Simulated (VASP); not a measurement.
# PtSe (rocksalt type) (Fm-3m) in VASP: further runs

The runs below take PtSe (rocksalt type) through electric field gradients, with r2SCAN.

All numbers are computed with VASP 6.6.1; they aren't measurements. Logs are shortened: lines on timing, memory, paths and dates and some standing lists are left out, and cuts for length are marked.

## Step 1: The cell of the first run

Symmetry: Fm-3m, No. 225, cubic system. Conventional cell: a = 5.288 Å, b = 5.288 Å, c = 5.288 Å, α = 90.00°, β = 90.00°, γ = 90.00°. Within 3.5 Å of Pt (site symmetry m-3m) lie 6 Se at 2.64 Å. Within 3.5 Å of Se (site symmetry m-3m) lie 6 Pt at 2.64 Å.

## Step 2: Electric field gradients, r2SCAN

Contents of POSCAR:

```
PtSe
1.0
    0.0000000000      2.6439660098      2.6439660098
    2.6439660098      0.0000000000      2.6439660098
    2.6439660098      2.6439660098      0.0000000000
Pt Se
1 1
Direct
    0.0000000000      0.0000000000      0.0000000000
    0.5000000000      0.5000000000      0.5000000000
```

Contents of INCAR.step1:

```
SYSTEM = PtSe
PREC     = Accurate       ! precision mode
ENCUT    = 520            ! plane-wave cutoff, eV
ISMEAR   = -1             ! smearing method
SIGMA    = 0.03           ! smearing width, eV
LREAL    = .FALSE.        ! projectors in reciprocal space
LASPH    = .TRUE.         ! aspherical terms in the spheres
NELM     = 100            ! most SCF steps
NBANDS   = 15             ! bands
GGA      = PE             ! functional
ALGO     = Normal         ! electronic algorithm
EDIFF    = 1E-4           ! SCF threshold, eV
LWAVE    = .TRUE.         ! write WAVECAR
LCHARG   = .FALSE.        ! write CHGCAR
```

Contents of INCAR.step2:

```
SYSTEM = PtSe
PREC     = Accurate       ! precision mode
ENCUT    = 520            ! plane-wave cutoff, eV
EDIFF    = 1E-8           ! SCF threshold, eV
ISMEAR   = -1             ! smearing method
SIGMA    = 0.03           ! smearing width, eV
LREAL    = .FALSE.        ! projectors in reciprocal space
LASPH    = .TRUE.         ! aspherical terms in the spheres
NELM     = 100            ! most SCF steps
ALGO     = Normal         ! electronic algorithm
ISIF     = 2              ! what is computed and relaxed
LWAVE    = .FALSE.        ! write WAVECAR
LCHARG   = .FALSE.        ! write CHGCAR
METAGGA  = R2SCAN         ! meta-GGA
LMIXTAU  = .TRUE.       
LEFG     = .TRUE.       
NBANDS   = 15             ! bands
ISTART   = 1
```

Contents of KPOINTS:

```
regular mesh
0
G
  11 11 11
  0 0 0
```

Potentials or basis: VASP PAW PBE potentials, release 64 (Pt, Se).

Started as:

```sh
$ cat potpaw_PBE.64/Pt/POTCAR potpaw_PBE.64/Se/POTCAR > POTCAR
$ cp INCAR.step1 INCAR
$ mpirun -np 1 vasp_std > vasp.out
$ cp INCAR.step2 INCAR
$ mpirun -np 1 vasp_std > vasp.out
```

OUTCAR:

```text
SYSTEM = PtSe
   PREC = Accurate
   ENCUT = 520
   EDIFF = 1E-8
   ISMEAR = -1
   LREAL = .FALSE.
   LASPH = .TRUE.
   NELM = 100
   ISIF = 2
   METAGGA = R2SCAN
   ISTART = 1

 ion  position               nearest neighbor table
   1  0.000  0.000  0.000-   2 2.64   2 2.64   2 2.64   2 2.64   2 2.64   2 2.64
   2  0.500  0.500  0.500-   1 2.64   1 2.64   1 2.64   1 2.64   1 2.64   1 2.64

  LATTYP: Found a face centered cubic cell.
 ALAT       =     5.2879320196

  Lattice vectors:

 A1 = (   0.0000000000,   2.6439660098,   2.6439660098)
 A2 = (   2.6439660098,   0.0000000000,   2.6439660098)
 A3 = (   2.6439660098,   2.6439660098,   0.0000000000)

Analysis of symmetry for initial positions (statically):
=====================================================================
 Subroutine PRICEL returns:
 Original cell was already a primitive cell.

 Routine SETGRP: Setting up the symmetry group for a
 face centered cubic supercell.

 Subroutine GETGRP returns: Found 48 space group operations
 (whereof 48 operations were pure point group operations)
 out of a pool of 48 trial point group operations.

The static configuration has the point symmetry O_h .

Analysis of symmetry for dynamics (positions and initial velocities):
=====================================================================
 Subroutine PRICEL returns:
 Original cell was already a primitive cell.

 Routine SETGRP: Setting up the symmetry group for a
 face centered cubic supercell.

 Subroutine GETGRP returns: Found 48 space group operations
 (whereof 48 operations were pure point group operations)
 out of a pool of 48 trial point group operations.

The dynamic configuration has the point symmetry O_h .

 Subroutine INISYM returns: Found 48 space group operations
 (whereof 48 operations are pure point group operations),
 and found     1 'primitive' translations

----------------------------------------------------------------------------------------

                                     Primitive cell

  volume of cell :      36.9656

  direct lattice vectors                    reciprocal lattice vectors
     0.000000000  2.643966010  2.643966010    -0.189109844  0.189109844  0.189109844
     2.643966010  0.000000000  2.643966010     0.189109844 -0.189109844  0.189109844
     2.643966010  2.643966010  0.000000000     0.189109844  0.189109844 -0.189109844

  length of vectors
     3.739132590  3.739132590  3.739132590     0.327547858  0.327547858  0.327547858
[... 129 lines left out ...]

 val. band max:        7.2419431721   @ k =  -0.4545   0.2727   0.0909
 cond. band min:       7.3150220973   @ k =  -0.0909   0.0909   0.0000
 fundamental gap:      0.0730789252
 Fermi energy:         7.2678027836

 k-point     1 :       0.0000    0.0000    0.0000
  band No.  band energies     occupation
      1      -8.5164      2.00000
      2       4.0241      2.00000
      3       4.0241      2.00000
      4       4.0241      2.00000
      5       4.1130      2.00000
      6       4.1130      2.00000
      7       5.7026      2.00000
      8       5.7026      2.00000
      9       5.7026      2.00000
     10       9.0910      0.00000
     11      17.8367      0.00000
     12      19.3197      0.00000
     13      19.3197      0.00000
     14      19.3197      0.00000
[... 401 lines left out ...]
      2       1.0700      2.00000
      3       2.0695      2.00000
      4       2.7336      2.00000
      5       4.4393      2.00000
      6       4.7918      2.00000
      7       5.6408      2.00000
      8       6.3368      2.00000
      9       9.5248      0.00000
     10      13.0969      0.00000
     11      14.6101      0.00000
     12      15.6442      0.00000
     13      15.8653      0.00000
     14      19.3462      0.00000
     15      22.0608      0.00000

 [... further k-points ...]
[... 5 lines left out ...]
  --------------------------------------------------------------------------------------
  -------------------------------------------------------------------------------------
  Total       -0.6911944     -0.6911944     -0.6911944      0.0000000     -0.0000000      0.0000000
  in kB      -29.9580245    -29.9580245    -29.9580245      0.0000000     -0.0000000      0.0000000
  external PRESSURE =     -29.9580245 kB  Pullay stress =       0.0000000 kB

 VOLUME and BASIS-vectors are now :
 -----------------------------------------------------------------------------
  energy-cutoff  :      520.00
  volume of cell :       36.97
      direct lattice vectors                 reciprocal lattice vectors
     0.000000000  2.643966010  2.643966010    -0.189109844  0.189109844  0.189109844
     2.643966010  0.000000000  2.643966010     0.189109844 -0.189109844  0.189109844
     2.643966010  2.643966010  0.000000000     0.189109844  0.189109844 -0.189109844

 POSITION                                       TOTAL-FORCE (eV/Angst)
 -----------------------------------------------------------------------------------
      0.00000      0.00000      0.00000         0.000000      0.000000     -0.000000
      2.64397      2.64397      2.64397         0.000000      0.000000      0.000000
 -----------------------------------------------------------------------------------
    total drift:                               -0.000000      0.000000      0.000000

  FREE ENERGIE OF THE ION-ELECTRON SYSTEM (eV)
  ---------------------------------------------------
  free  energy   TOTEN  =       -65.9240514471 eV

  energy  without entropy=      -65.9208695362  energy(sigma->0) =      -65.92246049

 Electric field gradients (V/A^2)
---------------------------------------------------------------------
 ion       V_xx      V_yy      V_zz      V_xy      V_xz      V_yz
---------------------------------------------------------------------
   1      -0.000     0.000    -0.000    -0.000    -0.000    -0.000
   2      -0.000    -0.000    -0.000    -0.000    -0.000    -0.000
---------------------------------------------------------------------

 Electric field gradients after diagonalization (V/A^2)
 (convention: |V_zz| > |V_xx| > |V_yy|)
----------------------------------------------------------------------
 ion       V_xx      V_yy      V_zz     asymmetry (V_yy - V_xx)/ V_zz
----------------------------------------------------------------------
   1       0.000     0.000    -0.000       0.000
   2       0.000     0.000    -0.000       0.000
----------------------------------------------------------------------

           NMR quadrupolar parameters

 Cq : quadrupolar parameter    Cq=e*Q*V_zz/h
 eta: asymmetry parameters     (V_yy - V_xx)/ V_zz
 Q  : nuclear electric quadrupole moment in mb (millibarn)
----------------------------------------------------------------------
 ion       Cq(MHz)       eta       Q (mb)
----------------------------------------------------------------------
   1      -0.000       0.000       1.000
   2      -0.000       0.000       1.000
----------------------------------------------------------------------
```

OUTCAR.step1:

```text
SYSTEM = PtSe
   PREC = Accurate
   ENCUT = 520
   ISMEAR = -1
   LREAL = .FALSE.
   LASPH = .TRUE.
[... 652 lines left out ...]
      0.00000      0.00000      0.00000        -0.000000      0.000000     -0.000000
      2.64397      2.64397      2.64397         0.000000      0.000000      0.000000
 -----------------------------------------------------------------------------------
    total drift:                               -0.000000      0.000000      0.000000

  FREE ENERGIE OF THE ION-ELECTRON SYSTEM (eV)
  ---------------------------------------------------
  free  energy   TOTEN  =        -9.6347738984 eV

  energy  without entropy=       -9.6316814465  energy(sigma->0) =       -9.63322767
```

OSZICAR.step1:

```text
N       E                     dE             d eps       ncg     rms          rms(c)
DAV:   1     0.696790755053E+02    0.69679E+02   -0.72846E+03  1736   0.951E+02
DAV:   2    -0.770366582013E+01   -0.77383E+02   -0.69941E+02  2114   0.191E+02
DAV:   3    -0.980474443248E+01   -0.21011E+01   -0.20893E+01  2072   0.314E+01
DAV:   4    -0.981557493458E+01   -0.10831E-01   -0.10830E-01  2051   0.251E+00
DAV:   5    -0.981569185934E+01   -0.11692E-03   -0.11692E-03  2212   0.271E-01    0.925E+00
DAV:   6    -0.965226965996E+01    0.16342E+00   -0.59993E-01  1827   0.686E+00    0.553E+00
DAV:   7    -0.963679348702E+01    0.15476E-01   -0.38949E-02  1855   0.196E+00    0.297E+00
DAV:   8    -0.963501040267E+01    0.17831E-02   -0.15528E-02  2059   0.998E-01    0.236E-01
DAV:   9    -0.963478662791E+01    0.22377E-03   -0.75392E-04  2030   0.203E-01    0.770E-02
DAV:  10    -0.963477389838E+01    0.12730E-04   -0.22893E-04  1534   0.120E-01
   1 F= -.96347739E+01 E0= -.96332277E+01  d E =-.309245E-02
```

Wall time 1.9 min (1 thread of Intel Xeon 6975P-C, shared host); peak memory 0.19 GiB.

What came out:

| Quantity | Value |
| --- | --- |
| Free energy | -65.9241 eV |
| Pressure | -3.0 GPa |
| Band gap on the k mesh | zero (band 8 reaches 10.20 eV, above the bottom of band 9 at 5.70 eV) |

Levels at points of the mesh, in eV from the Fermi level:
```tsv
k point	band 4	band 5	band 6	band 7	band 8	band 9	band 10	band 11	band 12	band 13
(0.00, 0.00, 0.00)	-3.24	-3.15	-3.15	-1.57	-1.57	-1.57	1.82	10.57	12.05	12.05
```

Caveat: without QUAD_EFG the Cq values of the log hold for a quadrupole moment of 1 mb, not for the nuclei; the PAW data sets were made with another functional, which shifts forces and pressure a little; spin-orbit coupling is left out, which moves the levels of the heavy elements.

(Continued in part 2 of 2.)
